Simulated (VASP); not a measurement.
# Au (Im-3m) in VASP: a series of runs, part 2 of 2

VASP 6.6.1. The steps go on from the part before.

## Step 4: Relaxation of cell and atoms, PBE+D4

This run uses another cell than the first one, of 18.21 Å³/atom, 1.029 times its volume.

Contents of INCAR:

```
PREC = Accurate ; ENCUT = 600
EDIFF = 1E-6 ; ISMEAR = -1
SIGMA = 0.05 ; LREAL = False
LASPH = True ; NELM = 100
ALGO = Normal ; ISIF = 3
LWAVE = False ; LCHARG = False
GGA = PE ; IVDW = 13
IBRION = 2 ; NSW = 60
EDIFFG = -0.01
```

Contents of KPOINTS:

```
Automatic mesh
0
Gamma
  11 11 11
```

Contents of POSCAR:

```
Au
1.0
   -1.6572690000      1.6572690000      1.6572690000
    1.6572690000     -1.6572690000      1.6572690000
    1.6572690000      1.6572690000     -1.6572690000
Au
1
Direct
    0.0000000000      0.0000000000      0.0000000000
```

Potentials or basis: VASP PAW PBE potentials, release 64 (Au).

Started as:

```
> cat potpaw_PBE.64/Au/POTCAR > POTCAR
> mpirun -np 1 vasp_std > vasp.out
```

OUTCAR:

```text
PREC = Accurate
   ENCUT = 600
   EDIFF = 1E-6
   ISMEAR = -1
   LREAL = False
   LASPH = True
   NELM = 100
   ISIF = 3
   GGA = PE
   IVDW = 13
   IBRION = 2
   NSW = 60
   EDIFFG = -0.01

 ion  position               nearest neighbor table
   1  0.000  0.000  0.000-

  LATTYP: Found a body centered cubic cell.
 ALAT       =     3.3145380000

  Lattice vectors:

 A1 = (  -1.6572690000,   1.6572690000,   1.6572690000)
 A2 = (   1.6572690000,  -1.6572690000,   1.6572690000)
 A3 = (   1.6572690000,   1.6572690000,  -1.6572690000)

Analysis of symmetry for initial positions (statically):
=====================================================================
 Subroutine PRICEL returns:
 Original cell was already a primitive cell.

 Routine SETGRP: Setting up the symmetry group for a
 body centered cubic supercell.

 Subroutine GETGRP returns: Found 48 space group operations
 (whereof 48 operations were pure point group operations)
 out of a pool of 48 trial point group operations.

The static configuration has the point symmetry O_h .

Analysis of symmetry for dynamics (positions and initial velocities):
=====================================================================
 Subroutine PRICEL returns:
 Original cell was already a primitive cell.

 Routine SETGRP: Setting up the symmetry group for a
 body centered cubic supercell.

 Subroutine GETGRP returns: Found 48 space group operations
 (whereof 48 operations were pure point group operations)
 out of a pool of 48 trial point group operations.

The dynamic configuration has the point symmetry O_h .

 Subroutine INISYM returns: Found 48 space group operations
 (whereof 48 operations are pure point group operations),
 and found     1 'primitive' translations

----------------------------------------------------------------------------------------

                                     Primitive cell

  volume of cell :      18.2070

  direct lattice vectors                    reciprocal lattice vectors
    -1.657269000  1.657269000  1.657269000     0.000000000  0.301701172  0.301701172
     1.657269000 -1.657269000  1.657269000     0.301701172  0.000000000  0.301701172
     1.657269000  1.657269000 -1.657269000     0.301701172  0.301701172  0.000000000

  length of vectors
     2.870474110  2.870474110  2.870474110     0.426669890  0.426669890  0.426669890

  position of ions in fractional coordinates (direct lattice)
     0.000000000  0.000000000  0.000000000

  ion indices of the primitive-cell ions
   primitive index   ion index
                 1           1

----------------------------------------------------------------------------------------

 KPOINTS: Automatic mesh

Automatic generation of k-mesh.
 Grid dimensions read from file:
 generate k-points for:   11   11   11

 Generating k-lattice:

  Cartesian coordinates                     Fractional coordinates (reciprocal lattice)
     0.000000000  0.027427379  0.027427379     0.090909091  0.000000000  0.000000000
     0.027427379  0.000000000  0.027427379     0.000000000  0.090909091  0.000000000
     0.027427379  0.027427379  0.000000000     0.000000000  0.000000000  0.090909091

  Length of vectors
     0.038788172  0.038788172  0.038788172

  Shift w.r.t. Gamma in fractional coordinates (k-lattice)
     0.000000000  0.000000000  0.000000000

 Subroutine IBZKPT returns following result:
 ===========================================

 Found     56 irreducible k-points:

 Following reciprocal coordinates:
            Coordinates               Weight
  0.000000  0.000000  0.000000      1.000000
  0.090909  0.000000  0.000000     12.000000
  0.181818  0.000000  0.000000     12.000000
  0.272727  0.000000  0.000000     12.000000
  0.363636  0.000000  0.000000     12.000000
  0.454545  0.000000  0.000000     12.000000
[... 16 lines left out ...]
  0.272727  0.181818  0.090909     48.000000
  0.363636  0.181818  0.090909     24.000000
 [... further k-points ...]
   k-points           NKPTS =     56   k-points in BZ     NKDIM =     56   number of bands    NBANDS=      9
   number of dos      NEDOS =    301   number of ions     NIONS =      1
   total plane-waves  NPLWV =  13824
   dimension x,y,z NGX =    24 NGY =   24 NGZ =   24
   dimension x,y,z NGXF=    48 NGYF=   48 NGZF=   48
   ions per type =               1
   NGX,Y,Z   is equivalent  to a cutoff of  13.90, 13.90, 13.90 a.u.
   NGXF,Y,Z  is equivalent  to a cutoff of  27.80, 27.80, 27.80 a.u.
 SYSTEM =  unknown system
   PREC   = accura    normal or accurate (medium, high low for compatibility)
   ISTART =      0    job   : 0-new  1-cont  2-samecut
   ICHARG =      2    charge: 1-file 2-atom 10-const
   ISPIN  =      1    spin polarized calculation?
   LNONCOLLINEAR =      F non collinear calculations
   LSORBIT =      F    spin-orbit coupling
   LASPH  =      T    aspherical Exc in radial PAW
   ENCUT  =  600.0 eV  44.10 Ry    6.64 a.u.   5.73  5.73  5.73*2*pi/ulx,y,z
   NELM   =    100;   NELMIN=  2; NELMDL= -5     # of ELM steps
   EDIFF  = 0.1E-05   stopping-criterion for ELM
   LREAL  =      F    real-space projection
   EDIFFG = -.1E-01   stopping-criterion for IOM
   NSW    =     60    number of steps for IOM
   IBRION =      2    ionic relax: 0-MD 1-quasi-New 2-CG
   NFREE  =      1    steps in history (QN), initial steepest desc. (CG)
   ISIF   =      3    stress and relaxation
   ISYM   =      2    0-nonsym 1-usesym 2-fastsym
   POTIM  = 0.5000    time-step for ionic-motion
   TEBEG  =    0.0;   TEEND  =   0.0 temperature during run
   PSTRESS=    0.0 pullay stress
   NELECT =      11.0000    total number of electrons
   NUPDOWN=      -1.0000    fix difference up-down
   EMIN   =  10.00;   EMAX   =-10.00  energy-range for DOS
   EFERMI =   0.00;   METHOD = LEGACY
   ISMEAR =    -1;   SIGMA  =   0.05  broadening in eV -4-tet -1-fermi 0-gaus
   EFERMI_NEDOS =   21; number of points for ismear=-14 and -15
   IALGO  =     38    algorithm
   IMIX   =      4    mixing-type and parameters
     AMIX     =   0.40;   BMIX     =  1.00
     AMIX_MAG =   1.60;   BMIX_MAG =  1.00
  volume/ion in A,a.u.               =      18.21       122.87
  Fermi-wavevector in a.u.,A,eV,Ry     =   1.383968  2.615320 26.060157  1.915367
  Thomas-Fermi vector in A             =   2.508516
   LORBIT       =      0    0 simple, 1 ext, 2 COOP (PROOUT), +10 PAW based schemes
   GGA     = PE    functional components
   LHFCALC =     F    Hartree Fock is set to
   AEXX    =    0.0000 exact exchange contribution
   IVDW    =    13    specifies the selected vdW correction
   LEPSILON=     F    determine dielectric tensor
   LRPA    =     F    only Hartree local field effects (RPA)
 conjugate gradient relaxation of ions
 non-spin polarized calculation
  energy-cutoff  :      600.00
  volume of cell :       18.21
 maximum number of plane-waves:       621
   NGX = 11   NGY = 11   NGZ = 11

--------------------------------------- Ionic step        1  -------------------------------------------

 number of electron      10.9999998 magnetization

 Free energy of the ion-electron system (eV)
  ---------------------------------------------------
  ext. energy  EPLUGINS =         0.00000000
  ---------------------------------------------------
  free energy    TOTEN  =        -3.19652952 eV

  energy without entropy =       -3.19068640  energy(sigma->0) =       -3.19360796

------------------------ aborting loop because EDIFF is reached ----------------------------------------

  DFT-D4 for vdW energy calculation

  Edisp (eV):   -0.63676
[... 69 lines left out ...]
--------------------------------------- Ionic step        3  -------------------------------------------

 number of electron      11.0000002 magnetization

 Free energy of the ion-electron system (eV)
  ---------------------------------------------------
  ext. energy  EPLUGINS =         0.00000000
  ---------------------------------------------------
  free energy    TOTEN  =        -3.18600030 eV

  energy without entropy =       -3.18007478  energy(sigma->0) =       -3.18303754

 E-fermi :   9.0040     XC(G=0): -12.5917

 val. band max:        9.0000159034   @ k =  -0.3636   0.3636   0.2727
 cond. band min:       9.0063073287   @ k =  -0.4545   0.4545   0.0909
 fundamental gap:      0.0062914253
 Fermi energy:         9.0039796233

 k-point     1 :       0.0000    0.0000    0.0000
  band No.  band energies     occupation
      1      -0.4962      2.00000
      2       4.3811      2.00000
      3       4.3811      2.00000
      4       4.3811      2.00000
      5       6.2493      2.00000
      6       6.2493      2.00000
      7      25.6471      0.00000
      8      25.6471      0.00000
      9      25.6471      0.00000
[... 265 lines left out ...]
 k-point    24 :       0.3636    0.1818    0.0909
  band No.  band energies     occupation
      1       2.9721      2.00000
      2       3.5026      2.00000
      3       5.1389      2.00000
      4       6.3073      2.00000
      5       6.4985      2.00000
      6      12.2268      0.00000
      7      12.4247      0.00000
      8      18.0484      0.00000
      9      20.6647      0.00000

 [... further k-points ...]

------------------------ aborting loop because EDIFF is reached ----------------------------------------

  DFT-D4 for vdW energy calculation

  Edisp (eV):   -0.66386
[... 24 lines left out ...]
  FREE ENERGIE OF THE ION-ELECTRON SYSTEM (eV)
  ---------------------------------------------------
  free  energy   TOTEN  =        -3.8498562057 eV

  energy  without entropy=       -3.8439306855  energy(sigma->0) =       -3.84689345

 reached required accuracy - stopping structural energy minimisation
```

CONTCAR:

```text
Au
   1.00000000000000
    -1.6325473255335550    1.6325473255335550    1.6325473255335550
     1.6325473255335550   -1.6325473255335550    1.6325473255335550
     1.6325473255335550    1.6325473255335550   -1.6325473255335550
  Au
     1
Direct
     0.0000000000000000    0.0000000000000000    0.0000000000000000

  0.00000000E+00  0.00000000E+00  0.00000000E+00
```

Wall time 25 s (1 thread of Intel Xeon Platinum 8375C at 2.90GHz (Ice Lake), shared host); peak memory 0.15 GiB.

Results:

| Item | Value |
| --- | --- |
| Free energy | -3.8499 eV |
| Relaxed volume | 17.40 Å³/atom |
| Relaxed cell | a = 2.828 Å, b = 2.828 Å, c = 2.828 Å, α = 109.47°, β = 109.47°, γ = 109.47° |
| Space group after relaxing (to 0.05 Å) | Im-3m (No. 229) |
| Energy gained by relaxing | 16.6 meV/atom |
| Ionic steps | 3 |
| Pressure after relaxing | -0.1 GPa |
| Dispersion energy per atom | -0.664 eV |

The path:
```csv
step,energy change (eV),largest force (eV/Å),pressure (GPa),volume (Å³)
1,0.0000,0.0000,-6.21,18.21
2,0.0142,0.0000,10.75,16.41
3,-0.0166,0.0000,-0.08,17.40
```

Final structure:
```
CELL_PARAMETERS angstrom
-1.63255 1.63255 1.63255
1.63255 -1.63255 1.63255
1.63255 1.63255 -1.63255
ATOMIC_POSITIONS crystal
Au 0.00000 0.00000 0.00000
```

Caveat: spin-orbit coupling is left out, which moves the levels of the heavy elements; pairwise dispersion overbinds metals, which lowers pressure and volume.

## Step 5: Single point, LDA

This run uses another cell than the first one, of 18.21 Å³/atom, 1.029 times its volume.

Contents of INCAR:

```
SYSTEM = Au
PREC     = Accurate       ! precision mode
ENCUT    = 520            ! plane-wave cutoff, eV
EDIFF    = 1E-7           ! SCF threshold, eV
ISMEAR   = -1             ! smearing method
SIGMA    = 0.05           ! smearing width, eV
LREAL    = .FALSE.        ! projectors in reciprocal space
LASPH    = .TRUE.         ! aspherical terms in the spheres
NELM     = 80             ! most SCF steps
ALGO     = Normal         ! electronic algorithm
ISIF     = 2              ! what is computed and relaxed
LWAVE    = .FALSE.        ! write WAVECAR
LCHARG   = .TRUE.         ! write CHGCAR
GGA      = CA             ! functional
LELF     = .TRUE.         ! ELF
LVHAR    = .TRUE.       
NBANDS   = 12             ! bands
```

Contents of KPOINTS:

```
regular mesh
0
G
  13 13 13
  0 0 0
```

POSCAR is that of step 4.

Potentials or basis: VASP PAW LDA potentials, release 64 (Au).

Started as:

```
> cat potpaw_LDA.64/Au/POTCAR > POTCAR
> mpirun -np 1 vasp_std > vasp.out
```

Run time: 8.6 s. Hardware: 1 thread of Intel Xeon Platinum 8488C (Sapphire Rapids), shared host; peak memory 0.14 GiB.

It converged, with:

| Property | Result |
| --- | --- |
| Free energy | -4.3532 eV |
| Pressure | -12.8 GPa |

Levels at points of the mesh, in eV from the Fermi level:
| k point | band 3 | band 4 | band 5 | band 6 | band 7 | band 8 |
| --- | --- | --- | --- | --- | --- | --- |
| (0.00, 0.00, 0.00) | -4.40 | -4.40 | -2.63 | -2.63 | 16.59 | 16.59 |

Caveat: spin-orbit coupling is left out, which moves the levels of the heavy elements.

## Step 6: The runs side by side

```tsv
task	level	potentials or basis	cell	k mesh	cutoff (eV)	gap on the mesh (eV)	pressure (GPa)	relaxed volume (Å³/atom)
single point	BLYP+D3(BJ)	VASP PAW PBE potentials, release 64 (Au)	a = 2.843 Å, angles 109.5°, 1 atom	11 × 11 × 11	520	none	0.7	-
relaxation of cell and atoms	PBE+D3(BJ)	VASP PAW PBE potentials, release 64 (Au)	relaxed from a = 2.870 Å, angles 109.5°, 1 atom	11 × 11 × 11	600	none	0.1	17.33
relaxation of cell and atoms	PBE+D4	VASP PAW PBE potentials, release 64 (Au)	relaxed from a = 2.870 Å, angles 109.5°, 1 atom	11 × 11 × 11	600	none	-0.1	17.40
single point	LDA	VASP PAW LDA potentials, release 64 (Au)	a = 2.870 Å, angles 109.5°, 1 atom	13 × 13 × 13	520	none	-12.8	-
```

Alike in all rows: no spin polarisation; smearing fermi-dirac 0.05 eV.

Caveats: spin-orbit coupling is left out, which moves the levels of the heavy elements; pairwise dispersion overbinds metals, which lowers pressure and volume (some runs); the PAW data sets were made with another functional, which shifts forces and pressure a little (some runs).

Total energies depend on the potentials used, so only differences within one code and one set of settings carry meaning.
